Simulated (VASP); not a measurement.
# Ti2SiSe2 (P6/mmm) in VASP: notebook

Ti2SiSe2 is run at these levels: PBE; tasks: single point.

Everything below comes from runs of VASP 6.6.1. Logs are shortened: lines on timing, memory, paths and dates and some standing lists are left out, and cuts for length are marked.

### Step 1. The cell of the first run

It takes space group P6/mmm (No. 191, hexagonal). The conventional cell has a = 4.099 Å, b = 4.099 Å, c = 8.423 Å, α = 90.00°, β = 90.00°, γ = 120.00°. Within 3.1 Å of Ti (site symmetry -6m2) lie 3 Ti at 2.37 Å and 6 Se at 2.82 Å. Within 3.5 Å of Si (site symmetry 6/mmm) lie 2 Se at 2.67 Å. Se (site symmetry 6mm) has 1 Si at 2.67 Å and 6 Ti at 2.82 Å and 1 Se at 3.08 Å within 3.5 Å.

The cell was built from a structure type or drawn by symmetry, and may not be a known phase.

### Step 2. Single point, PBE

Input file INCAR:

```
PREC     = Accurate       # precision mode
ENCUT    = 520            # plane-wave cutoff, eV
EDIFF    = 1E-6           # SCF threshold, eV
ISMEAR   = 0              # smearing method
SIGMA    = 0.1            # smearing width, eV
LREAL    = F              # projectors in reciprocal space
LASPH    = T              # aspherical terms in the spheres
NELM     = 60             # most SCF steps
ALGO     = Normal         # electronic algorithm
ISIF     = 2              # what is computed and relaxed
LWAVE    = F              # write WAVECAR
LCHARG   = F              # write CHGCAR
GGA      = PE             # functional
NBANDS   = 28             # bands
```

Input file KPOINTS:

```
Automatic mesh
0
Gamma
  12 12 6
```

Input file POSCAR:

```
Ti2SiSe2
1.0
    4.0994406127      0.0000000000      0.0000000000
   -2.0497203063      3.5502197119      0.0000000000
    0.0000000000      0.0000000000      8.4226116483
Ti Si Se
2 1 2
Direct
    0.3333333333      0.6666666667      0.5000000000
    0.6666666667      0.3333333333      0.5000000000
    0.0000000000      0.0000000000      0.0000000000
    0.0000000000      0.0000000000      0.6827832392
    0.0000000000      0.0000000000      0.3172167608
```

Potentials or basis: VASP PAW PBE potentials, release 64 (Ti_sv, Si, Se).

Launch:

```
$ cat potpaw_PBE.64/Ti_sv/POTCAR potpaw_PBE.64/Si/POTCAR potpaw_PBE.64/Se/POTCAR > POTCAR
$ mpirun -np 1 vasp_std > vasp.out
```

OUTCAR:

```text
PREC = Accurate
   ENCUT = 520
   EDIFF = 1E-6
   ISMEAR = 0
   LREAL = F
   LASPH = T
   NELM = 60
   ISIF = 2
   GGA = PE

 ion  position               nearest neighbor table
   1  0.333  0.667  0.500-   2 2.37   2 2.37   2 2.37   5 2.82   4 2.82   5 2.82   4 2.82   5 2.82
                             4 2.82
   2  0.667  0.333  0.500-   1 2.37   1 2.37   1 2.37   5 2.82   4 2.82   4 2.82   5 2.82   4 2.82
                             5 2.82
   3  0.000  0.000  0.000-   4 2.67   5 2.67
   4  0.000  0.000  0.683-   3 2.67   2 2.82   1 2.82   1 2.82   2 2.82   2 2.82   1 2.82
   5  0.000  0.000  0.317-   3 2.67   2 2.82   1 2.82   1 2.82   2 2.82   2 2.82   1 2.82

  LATTYP: Found a hexagonal cell.
 ALAT       =     4.0994406127
 C/A-ratio  =     2.0545758419

  Lattice vectors:

 A1 = (   4.0994406127,   0.0000000000,   0.0000000000)
 A2 = (  -2.0497203063,   3.5502197119,   0.0000000000)
 A3 = (   0.0000000000,   0.0000000000,   8.4226116483)

Analysis of symmetry for initial positions (statically):
=====================================================================
 Subroutine PRICEL returns:
 Original cell was already a primitive cell.

 Routine SETGRP: Setting up the symmetry group for a
 hexagonal supercell.

 Subroutine GETGRP returns: Found 24 space group operations
 (whereof 24 operations were pure point group operations)
 out of a pool of 24 trial point group operations.

The static configuration has the point symmetry D_6h.

Analysis of symmetry for dynamics (positions and initial velocities):
=====================================================================
 Subroutine PRICEL returns:
 Original cell was already a primitive cell.

 Routine SETGRP: Setting up the symmetry group for a
 hexagonal supercell.

 Subroutine GETGRP returns: Found 24 space group operations
 (whereof 24 operations were pure point group operations)
 out of a pool of 24 trial point group operations.

The dynamic configuration has the point symmetry D_6h.

 Subroutine INISYM returns: Found 24 space group operations
 (whereof 24 operations are pure point group operations),
 and found     1 'primitive' translations

----------------------------------------------------------------------------------------

                                     Primitive cell

  volume of cell :     122.5820

  direct lattice vectors                    reciprocal lattice vectors
     4.099440613  0.000000000  0.000000000     0.243935721  0.140836354  0.000000000
    -2.049720306  3.550219712  0.000000000     0.000000000  0.281672708  0.000000000
     0.000000000  0.000000000  8.422611648     0.000000000  0.000000000  0.118728019

  length of vectors
     4.099440613  4.099440613  8.422611648     0.281672708  0.281672708  0.118728019

  position of ions in fractional coordinates (direct lattice)
     0.333333333  0.666666667  0.500000000
     0.666666667  0.333333333  0.500000000
     0.000000000  0.000000000  0.000000000
     0.000000000  0.000000000  0.682783239
     0.000000000  0.000000000  0.317216761

  ion indices of the primitive-cell ions
   primitive index   ion index
                 1           1
                 2           2
                 3           3
                 4           4
                 5           5

----------------------------------------------------------------------------------------

 KPOINTS: Automatic mesh

Automatic generation of k-mesh.
 Grid dimensions read from file:
 generate k-points for:   12   12    6

 Generating k-lattice:

  Cartesian coordinates                     Fractional coordinates (reciprocal lattice)
     0.020327977  0.011736363  0.000000000     0.083333333  0.000000000  0.000000000
     0.000000000  0.023472726  0.000000000     0.000000000  0.083333333  0.000000000
     0.000000000  0.000000000  0.019788003     0.000000000  0.000000000  0.166666667

  Length of vectors
     0.023472726  0.023472726  0.019788003

  Shift w.r.t. Gamma in fractional coordinates (k-lattice)
     0.000000000  0.000000000  0.000000000

 Subroutine IBZKPT returns following result:
 ===========================================

 Found     76 irreducible k-points:

 Following reciprocal coordinates:
            Coordinates               Weight
  0.000000  0.000000  0.000000      1.000000
  0.083333 -0.000000  0.000000      6.000000
  0.166667  0.000000  0.000000      6.000000
  0.250000 -0.000000  0.000000      6.000000
  0.333333 -0.000000  0.000000      6.000000
  0.416667 -0.000000  0.000000      6.000000
[... 16 lines left out ...]
  0.250000 -0.000000  0.166667     12.000000
  0.333333 -0.000000  0.166667     12.000000
 [... further k-points ...]
   k-points           NKPTS =     76   k-points in BZ     NKDIM =     76   number of bands    NBANDS=     28
   number of dos      NEDOS =    301   number of ions     NIONS =      5
   total plane-waves  NPLWV =  57600
   dimension x,y,z NGX =    30 NGY =   30 NGZ =   64
[... 65 lines left out ...]
 cond. band min:       4.5653539072   @ k =   0.1667   0.0000   0.3333
 fundamental gap:      0.0013745370
 Fermi energy:         4.5645542459

 k-point     1 :       0.0000    0.0000    0.0000
  band No.  band energies     occupation
      1     -52.2262      2.00000
      2     -51.6791      2.00000
      3     -28.8944      2.00000
      4     -28.8944      2.00000
      5     -28.6867      2.00000
      6     -28.2795      2.00000
[... 20 lines left out ...]
     27       7.6285      0.00000
     28       7.6318      0.00000

 k-point     2 :       0.0833   -0.0000    0.0000
  band No.  band energies     occupation
      1     -52.2182      2.00000
      2     -51.6876      2.00000
      3     -28.9040      2.00000
      4     -28.8795      2.00000
      5     -28.6805      2.00000
      6     -28.2856      2.00000
[... 20 lines left out ...]
     27       7.3132      0.00000
     28       7.5491      0.00000

 k-point     3 :       0.1667    0.0000    0.0000
  band No.  band energies     occupation
      1     -52.1950      2.00000
      2     -51.7126      2.00000
      3     -28.9293      2.00000
      4     -28.8371      2.00000
      5     -28.6623      2.00000
      6     -28.3034      2.00000
[... 20 lines left out ...]
     27       7.4114      0.00000
     28       7.6577      0.00000

 k-point     4 :       0.2500   -0.0000    0.0000
  band No.  band energies     occupation
      1     -52.1587      2.00000
      2     -51.7511      2.00000
      3     -28.9622      2.00000
      4     -28.7742      2.00000
      5     -28.6341      2.00000
      6     -28.3311      2.00000
[... 20 lines left out ...]
     27       7.7103      0.00000
     28       7.7870      0.00000

 k-point     5 :       0.3333   -0.0000    0.0000
  band No.  band energies     occupation
      1     -52.1139      2.00000
      2     -51.7982      2.00000
      3     -28.9934      2.00000
      4     -28.7032      2.00000
      5     -28.5996      2.00000
      6     -28.3652      2.00000
[... 20 lines left out ...]
     27       7.7168      0.00000
     28       7.7711      0.00000

 k-point     6 :       0.4167   -0.0000    0.0000
  band No.  band energies     occupation
      1     -52.0698      2.00000
      2     -51.8440      2.00000
      3     -29.0154      2.00000
      4     -28.6434      2.00000
      5     -28.5658      2.00000
      6     -28.3986      2.00000
[... 463 lines left out ...]
      5     -28.6805      2.00000
      6     -28.2856      2.00000
[... 20 lines left out ...]
     27       7.1384      0.00000
     28       7.4524      0.00000

 k-point    22 :       0.1667    0.0000    0.1667
  band No.  band energies     occupation
      1     -52.1950      2.00000
      2     -51.7126      2.00000
      3     -28.9293      2.00000
      4     -28.8372      2.00000
      5     -28.6623      2.00000
      6     -28.3034      2.00000
[... 20 lines left out ...]
     27       7.3888      0.00000
     28       7.5025      0.00000

 k-point    23 :       0.2500   -0.0000    0.1667
  band No.  band energies     occupation
      1     -52.1587      2.00000
      2     -51.7511      2.00000
      3     -28.9622      2.00000
      4     -28.7742      2.00000
      5     -28.6341      2.00000
      6     -28.3311      2.00000
[... 20 lines left out ...]
     27       7.5927      0.00000
     28       7.7317      0.00000

 k-point    24 :       0.3333   -0.0000    0.1667
  band No.  band energies     occupation
      1     -52.1139      2.00000
      2     -51.7982      2.00000
      3     -28.9934      2.00000
      4     -28.7032      2.00000
      5     -28.5996      2.00000
      6     -28.3652      2.00000
[... 20 lines left out ...]
     27       7.6712      0.00000
     28       7.8313      0.00000

 [... further k-points ...]

------------------------ aborting loop because EDIFF is reached ----------------------------------------

  FORCE on cell =-STRESS in cart. coord.  units (eV):
  Direction    XX          YY          ZZ          XY          YZ          ZX
  --------------------------------------------------------------------------------------
  -------------------------------------------------------------------------------------
  Total        0.0877456      0.0877456      0.0182756      0.0000000     -0.0000000     -0.0000000
  in kB        1.1468571      1.1468571      0.2388661      0.0000000     -0.0000000     -0.0000000
  external PRESSURE =       0.8441934 kB  Pullay stress =       0.0000000 kB

 VOLUME and BASIS-vectors are now :
 -----------------------------------------------------------------------------
  energy-cutoff  :      520.00
  volume of cell :      122.58
      direct lattice vectors                 reciprocal lattice vectors
     4.099440613  0.000000000  0.000000000     0.243935721  0.140836354  0.000000000
    -2.049720306  3.550219712  0.000000000     0.000000000  0.281672708  0.000000000
     0.000000000  0.000000000  8.422611648     0.000000000  0.000000000  0.118728019

 POSITION                                       TOTAL-FORCE (eV/Angst)
 -----------------------------------------------------------------------------------
     -0.00000      2.36681      4.21131        -0.000000      0.000000      0.000000
      2.04972      1.18341      4.21131         0.000000     -0.000000      0.000000
      0.00000      0.00000      0.00000        -0.000000      0.000000      0.000000
      0.00000      0.00000      5.75082        -0.000000      0.000000     -0.000163
      0.00000      0.00000      2.67179         0.000000     -0.000000      0.000163
 -----------------------------------------------------------------------------------
    total drift:                                0.000000     -0.000000      0.000000

  FREE ENERGIE OF THE ION-ELECTRON SYSTEM (eV)
  ---------------------------------------------------
  free  energy   TOTEN  =       -26.5648892030 eV

  energy  without entropy=      -26.5271830861  energy(sigma->0) =      -26.54603614
```

Wall time 2 min (1 thread of AMD EPYC 9R45 (Zen 5), shared host); peak memory 0.36 GiB.

What came out:

| Quantity | Value |
| --- | --- |
| Free energy | -26.5649 eV |
| Pressure | 0.1 GPa |
| Band gap on the k mesh | zero (bands 20 and 21 overlap by 0.60 eV) |

Stress tensor (GPa, compression positive):
```
0.11 0.00 0.00
0.00 0.11 0.00
0.00 0.00 0.02
```

Levels at points of the mesh, in eV from the Fermi level:
```tsv
k point	band 17	band 18	band 19	band 20	band 21	band 22	band 23	band 24
(0.00, 0.00, 0.00)	-2.56	-0.68	-0.68	-0.03	0.91	0.91	1.43	1.43
(0.50, 0.00, 0.00)	-3.31	-1.37	-0.83	-0.41	0.01	0.95	1.02	1.41
(0.00, 0.00, 0.50)	-0.68	-0.68	-0.63	-0.56	0.91	0.91	1.24	2.03
(0.50, 0.00, 0.50)	-1.12	-1.06	-0.98	-0.35	-0.30	0.82	1.01	1.74
```

### Step 3. Single point, PBE, collinear spin

This run uses another cell than the first one, of 22.53 Å³/atom.

Input file INCAR:

```
ALGO     = Normal         # electronic algorithm
EDIFF    = 1E-6           # SCF threshold, eV
ENCUT    = 520            # plane-wave cutoff, eV
GGA      = PE             # functional
ISIF     = 2              # what is computed and relaxed
ISMEAR   = 0              # smearing method
ISPIN    = 2              # spin polarisation
LASPH    = T              # aspherical terms in the spheres
LCHARG   = T              # write CHGCAR
LELF     = T              # ELF
LMAXMIX  = 4              # l up to which the mixer works
LORBIT   = 11             # projections on sites
LREAL    = F              # projectors in reciprocal space
LVHAR    = T            
LWAVE    = F              # write WAVECAR
MAGMOM   = -1 1 0 0 0     # initial moments
NBANDS   = 32             # bands
NELM     = 150            # most SCF steps
PREC     = Accurate       # precision mode
SIGMA    = 0.1            # smearing width, eV
```

Input file KPOINTS:

```
k-points
0
Gamma
  6 6 4
```

Input file POSCAR:

```
Ti2SiSe2
1.0
    4.5859788000      0.0000000000      0.0000000000
   -2.2929894000      3.9715741400      0.0000000000
    0.0000000000      0.0000000000      6.1838397900
Ti Si Se
2 1 2
Direct
    0.3333333300      0.6666666700      0.5000000000
    0.6666666700      0.3333333300      0.5000000000
    0.0000000000      0.0000000000      0.0000000000
    0.0000000000      0.0000000000      0.7100851800
    0.0000000000      0.0000000000      0.2899148200
```

Potentials or basis: VASP PAW PBE potentials, release 64 (Ti_sv, Si, Se).

Launch:

```
$ cat potpaw_PBE.64/Ti_sv/POTCAR potpaw_PBE.64/Si/POTCAR potpaw_PBE.64/Se/POTCAR > POTCAR
$ mpirun -np 1 vasp_std > vasp.out
```

It took 97 s on 1 thread of AMD EPYC 9R45 (Zen 5), shared host; peak memory 0.32 GiB.

It converged, with:

- Free energy: -18.6321 eV
- Pressure: 26.8 GPa
- Largest force: 13.269 eV/Å
- Band gap on the k mesh: zero (filled and empty bands overlap)
- Net moment: 0.00 μB per cell
- Valence electrons inside the program's atomic spheres: Ti 10.34; Si 2.08; Se 4.18

Forces on the atoms (eV/Å):
```
Ti    0.000   0.000   0.000
Ti    0.000   0.000   0.000
Si    0.000   0.000   0.000
Se    0.000   0.000 -13.269
Se    0.000   0.000  13.269
```

Stress tensor (GPa, compression positive):
```
-4.27  0.00  0.00
 0.00 -4.27  0.00
 0.00  0.00 88.90
```

Levels at points of the mesh, in eV from the Fermi level:
Spin up:
```
           k point  band 16  band 17  band 18  band 19  band 20  band 21  band 22  band 23  band 24  band 25
(0.00, 0.00, 0.00)    -3.67    -1.72    -0.63    -0.63    -0.47    -0.47    -0.26     0.35     0.35     1.34
(0.50, 0.00, 0.00)    -3.83    -1.91    -1.35    -0.77     0.26     0.69     0.69     0.99     1.08     1.12
(0.00, 0.00, 0.50)    -5.02    -0.74    -0.54    -0.54    -0.34     0.14     0.38     0.38     1.29     1.29
(0.50, 0.00, 0.50)    -5.41    -1.24    -0.30    -0.26    -0.13    -0.06     0.55     0.80     2.00     2.10
```
Spin down:
```csv
k point,band 16,band 17,band 18,band 19,band 20,band 21,band 22,band 23,band 24,band 25
"(0.00, 0.00, 0.00)",-3.67,-1.72,-0.63,-0.63,-0.47,-0.47,-0.26,0.35,0.35,1.34
"(0.50, 0.00, 0.00)",-3.83,-1.91,-1.35,-0.77,0.26,0.69,0.69,0.99,1.08,1.12
"(0.00, 0.00, 0.50)",-5.02,-0.74,-0.54,-0.54,-0.34,0.14,0.38,0.38,1.29,1.29
"(0.50, 0.00, 0.50)",-5.41,-1.24,-0.30,-0.26,-0.13,-0.06,0.55,0.80,2.00,2.10
```

Caveat: the cell stands under pressure; forces of over 1 eV/Å act on the atoms, so gaps and moduli don't describe the material at rest.

### Step 4. Single point, PBE, collinear spin

INCAR, as its differences from that of step 3:

```diff
@@ -1,3 +1,3 @@
 ALGO     = Normal         # electronic algorithm
-EDIFF    = 1E-6           # SCF threshold, eV
+EDIFF    = 1E-7           # SCF threshold, eV
 ENCUT    = 520            # plane-wave cutoff, eV
@@ -8,4 +8,3 @@
 LASPH    = T              # aspherical terms in the spheres
-LCHARG   = T              # write CHGCAR
-LELF     = T              # ELF
+LCHARG   = F              # write CHGCAR
 LMAXMIX  = 4              # l up to which the mixer works
@@ -13,3 +12,2 @@
 LREAL    = F              # projectors in reciprocal space
-LVHAR    = T            
 LWAVE    = F              # write WAVECAR
```

KPOINTS is that of step 3.

Input file POSCAR:

```
Ti2SiSe2
1.0
    4.1033664724      0.0000000000      0.0000000000
   -2.0516832362      3.5536196061      0.0000000000
    0.0000000000      0.0000000000      8.4148457799
Ti Si Se
2 1 2
Direct
    0.3333333333      0.6666666667      0.5000000000
    0.6666666667      0.3333333333      0.5000000000
    0.0000000000      0.0000000000      0.0000000000
    0.0000000000      0.0000000000      0.6828882846
    0.0000000000      0.0000000000      0.3171117154
```

Launch:

```
$ cat potpaw_PBE.64/Ti_sv/POTCAR potpaw_PBE.64/Si/POTCAR potpaw_PBE.64/Se/POTCAR > POTCAR
$ mpirun -np 1 vasp_std > vasp.out
```

It took 1.7 min on 1 thread of AMD EPYC 9R45 (Zen 5), shared host; peak memory 0.33 GiB.

Results (log left out):

```
Free energy                                           : -26.5684 eV
Pressure                                              : 0.0 GPa
Largest force                                         : 0.007 eV/Å
Band gap on the k mesh                                : zero (filled and empty bands overlap)
Net moment                                            : 0.00 μB per cell
Valence electrons inside the program's atomic spheres : Ti 10.54; Si 1.47; Se 3.81
```

Forces in eV/Å, atoms in the order of the input:
```
Ti   0.000  0.000  0.000
Ti   0.000  0.000  0.000
Si   0.000  0.000  0.000
Se   0.000  0.000  0.007
Se   0.000  0.000 -0.007
```

Levels at points of the mesh, in eV from the Fermi level:
Spin up:
```csv
k point,band 17,band 18,band 19,band 20,band 21,band 22,band 23,band 24
"(0.00, 0.00, 0.00)",-2.55,-0.67,-0.67,-0.02,0.93,0.93,1.43,1.43
"(0.50, 0.00, 0.00)",-3.29,-1.36,-0.81,-0.38,0.02,0.95,1.03,1.41
"(0.00, 0.00, 0.50)",-0.67,-0.67,-0.61,-0.55,0.93,0.93,1.24,2.02
"(0.50, 0.00, 0.50)",-1.10,-1.04,-0.96,-0.32,-0.29,0.82,1.02,1.74
```
Spin down:
```csv
k point,band 18,band 19,band 20,band 21,band 22,band 23
"(0.00, 0.00, 0.00)",-0.67,-0.67,-0.02,0.93,0.93,1.43
"(0.50, 0.00, 0.00)",-1.36,-0.81,-0.38,0.02,0.95,1.03
"(0.00, 0.00, 0.50)",-0.67,-0.61,-0.55,0.93,0.93,1.24
"(0.50, 0.00, 0.50)",-1.04,-0.96,-0.32,-0.29,0.82,1.02
```

### Step 5. Summary

| spin | cell | k mesh | gap on the mesh (eV) | pressure (GPa) | moment (μB) | largest force (eV/Å) |
| --- | --- | --- | --- | --- | --- | --- |
| off | a = 4.099, b = 4.099, c = 8.423 Å, angles 90.0, 90.0, 120.0°, 5 atoms, atomic positions A | 12 × 12 × 6 | none | 0.1 | - | - |
| collinear | a = 4.586, b = 4.586, c = 6.184 Å, angles 90.0, 90.0, 120.0°, 5 atoms, atomic positions B | 6 × 6 × 4 | none | 26.8 | 0.00 | 13.27 |
| collinear | a = 4.103, b = 4.103, c = 8.415 Å, angles 90.0, 90.0, 120.0°, 5 atoms, atomic positions A | 6 × 6 × 4 | none | 0.0 | 0.00 | 0.01 |

Alike in all rows: task single point; level PBE; potentials or basis VASP PAW PBE potentials, release 64 (Ti_sv, Si, Se); cutoff (eV) 520; smearing gaussian 0.1 eV.

Caveats: the cell stands under pressure (at least some runs); forces of over 1 eV/Å act on the atoms, so gaps and moduli don't describe the material at rest (at least some runs).

Absolute energies hang on the potentials; compare differences alone.
